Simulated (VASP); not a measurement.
# AlNi in VASP: a series of runs, part 2 of 3

VASP 6.6.1. The steps go on from the part before.

## 3. Electric field gradients, PBE, collinear spin, ferromagnetic start (equal xy, yz and zx shear strains of -1 %)

INCAR reads:

```
SYSTEM = AlNi
PREC     = Accurate       ! precision mode
ENCUT    = 520            ! plane-wave cutoff, eV
EDIFF    = 1E-8           ! SCF threshold, eV
ISMEAR   = -1             ! smearing method
SIGMA    = 0.05           ! smearing width, eV
LREAL    = .False.        ! projectors in reciprocal space
LASPH    = .True.         ! aspherical terms in the spheres
NELM     = 150            ! most SCF steps
ALGO     = Normal         ! electronic algorithm
ISIF     = 2              ! what is computed and relaxed
LWAVE    = .False.        ! write WAVECAR
LCHARG   = .False.        ! write CHGCAR
ISPIN    = 2              ! spin polarisation
MAGMOM   = 0 1.5          ! initial moments
LORBIT   = 11             ! projections on sites
LMAXMIX  = 4              ! l up to which the mixer works
GGA      = PE             ! functional
LEFG     = .True.       
NBANDS   = 18             ! bands
```

KPOINTS reads:

```
Automatic mesh
0
Gamma
  13 13 13
  0 0 0
```

POSCAR reads:

```
AlNi
1.0
    2.8810000000     -0.0144050000     -0.0144050000
   -0.0144050000      2.8810000000     -0.0144050000
   -0.0144050000     -0.0144050000      2.8810000000
Al Ni
1 1
Direct
    0.0000000000      0.0000000000      0.0000000000
    0.5000000000      0.5000000000      0.5000000000
```

Potentials or basis: VASP PAW PBE potentials, release 64 (Al, Ni).

The run is started by

```
> cat potpaw_PBE.64/Al/POTCAR potpaw_PBE.64/Ni/POTCAR > POTCAR
> mpirun -np 1 vasp_std > vasp.out
```

OUTCAR:

```text
SYSTEM = AlNi
   PREC = Accurate
   ENCUT = 520
   EDIFF = 1E-8
   ISMEAR = -1
   LREAL = .False.
   LASPH = .True.
   NELM = 150
   ISIF = 2
   ISPIN = 2
   LORBIT = 11
   GGA = PE

 ion  position               nearest neighbor table
   1  0.000  0.000  0.000-   2 2.47   2 2.47   2 2.50   2 2.50   2 2.50   2 2.50   2 2.50   2 2.50

   2  0.500  0.500  0.500-   1 2.47   1 2.47   1 2.50   1 2.50   1 2.50   1 2.50   1 2.50   1 2.50

  LATTYP: Found a trigonal (rhomboedric) cell.
 ALAT       =     2.8810720241
 COS(alpha) =    -0.0099745013

  Lattice vectors:

 A1 = (   2.8810000000,  -0.0144050000,  -0.0144050000)
 A2 = (  -0.0144050000,   2.8810000000,  -0.0144050000)
 A3 = (  -0.0144050000,  -0.0144050000,   2.8810000000)

Analysis of symmetry for initial positions (statically):
=====================================================================
 Subroutine PRICEL returns:
 Original cell was already a primitive cell.

 Routine SETGRP: Setting up the symmetry group for a
 trigonal (rhombohedral) supercell.

 Subroutine GETGRP returns: Found 12 space group operations
 (whereof 12 operations were pure point group operations)
 out of a pool of 12 trial point group operations.

The static configuration has the point symmetry D_3d.

Analysis of symmetry for dynamics (positions and initial velocities):
=====================================================================
 Subroutine PRICEL returns:
 Original cell was already a primitive cell.
[... 1199 lines left out ...]
  --------------------------------------------------------------------------------------
  -------------------------------------------------------------------------------------
  Total        0.3023869      0.3023869      0.3023869      0.1935676      0.1935676      0.1935676
  in kB       20.2617270     20.2617270     20.2617270     12.9701874     12.9701874     12.9701874
  external PRESSURE =      20.2617270 kB  Pullay stress =       0.0000000 kB

 VOLUME and BASIS-vectors are now :
 -----------------------------------------------------------------------------
  energy-cutoff  :      520.00
  volume of cell :       23.91
      direct lattice vectors                 reciprocal lattice vectors
     2.881000000 -0.014405000 -0.014405000     0.347119144  0.001744317  0.001744317
    -0.014405000  2.881000000 -0.014405000     0.001744317  0.347119144  0.001744317
    -0.014405000 -0.014405000  2.881000000     0.001744317  0.001744317  0.347119144

 POSITION                                       TOTAL-FORCE (eV/Angst)
 -----------------------------------------------------------------------------------
      0.00000      0.00000      0.00000        -0.000000      0.000000      0.000000
      1.42609      1.42609      1.42609         0.000000     -0.000000      0.000000
 -----------------------------------------------------------------------------------
    total drift:                                0.000000      0.000000     -0.000000

  FREE ENERGIE OF THE ION-ELECTRON SYSTEM (eV)
  ---------------------------------------------------
  free  energy   TOTEN  =       -10.5405399576 eV

  energy  without entropy=      -10.5355769686  energy(sigma->0) =      -10.53805846

 Electric field gradients (V/A^2)
---------------------------------------------------------------------
 ion       V_xx      V_yy      V_zz      V_xy      V_xz      V_yz
---------------------------------------------------------------------
   1      -0.000    -0.000     0.000    -1.359    -1.359    -1.359
   2       0.000    -0.000    -0.000    -1.464    -1.464    -1.464
---------------------------------------------------------------------

 Electric field gradients after diagonalization (V/A^2)
 (convention: |V_zz| > |V_xx| > |V_yy|)
----------------------------------------------------------------------
 ion       V_xx      V_yy      V_zz     asymmetry (V_yy - V_xx)/ V_zz
----------------------------------------------------------------------
   1       1.359     1.359    -2.718       0.000
   2       1.464     1.464    -2.929       0.000
----------------------------------------------------------------------

           NMR quadrupolar parameters

 Cq : quadrupolar parameter    Cq=e*Q*V_zz/h
 eta: asymmetry parameters     (V_yy - V_xx)/ V_zz
 Q  : nuclear electric quadrupole moment in mb (millibarn)
----------------------------------------------------------------------
 ion       Cq(MHz)       eta       Q (mb)
----------------------------------------------------------------------
   1      -0.007       0.000       1.000
   2      -0.007       0.000       1.000
----------------------------------------------------------------------

 total charge

# of ion       s       p       d       tot
------------------------------------------
    1        0.384   0.414   0.000   0.798
    2        0.475   0.516   8.475   9.466
--------------------------------------------------
tot          0.859   0.930   8.475  10.263

 magnetization (x)

# of ion       s       p       d       tot
------------------------------------------
    1        0.000   0.000   0.000   0.000
    2       -0.000   0.000  -0.000  -0.000
--------------------------------------------------
tot          0.000   0.000  -0.000  -0.000
```

stdout:

```text
POSCAR found type information on POSCAR AlNi
 POSCAR found :  2 types and       2 ions
 scaLAPACK will be used
 LDA part: xc-table for (Slater+PW92), standard interpolation
 POSCAR, INCAR and KPOINTS ok, starting setup
 FFT: planning ... GRIDC
 FFT: planning ... GRID_SOFT
 FFT: planning ... GRID
 WAVECAR not read
 entering main loop
ion   1

ion   2
```

It took 96 s on 1 thread of AMD EPYC 9R45 (Zen 5), shared host; peak memory 0.24 GiB.

What came out:

```yaml
Free_energy: -10.5405 eV
Pressure: 2.0 GPa
Net_moment: 0.00 μB per cell
Largest_electric_field_gradient_by_atom: Al -2.7; Ni -2.9 V/Å²
Valence_electrons_inside_the_program's_atomic_spheres: Al 0.80; Ni 9.47
```

Stress tensor (GPa, compression positive):
```
2.03 1.30 1.30
1.30 2.03 1.30
1.30 1.30 2.03
```

Levels at points of the mesh, in eV from the Fermi level:
Spin up:
```
           k point  band 3  band 4  band 5  band 6  band 7  band 8  band 9  band 10
(0.00, 0.00, 0.00)   -3.21   -1.55   -1.51   -1.51    5.45    5.55    5.55     8.14
```
Spin down:
| k point | band 4 | band 5 | band 6 | band 7 | band 8 | band 9 |
| --- | --- | --- | --- | --- | --- | --- |
| (0.00, 0.00, 0.00) | -1.55 | -1.51 | -1.51 | 5.45 | 5.55 | 5.55 |

Electric field gradients, principal values (V/Å²):
| atom | least | middle | greatest (by size) |
| --- | --- | --- | --- |
| 1 Al | 1.359 | 1.359 | -2.718 |
| 2 Ni | 1.464 | 1.464 | -2.929 |

Caveat: the cell differs from its parent crystal (equal xy, yz and zx shear strains of -1 %); without QUAD_EFG the Cq values of the log hold for a quadrupole moment of 1 mb, not for the nuclei.

(Part 2 of 3 ends here.)
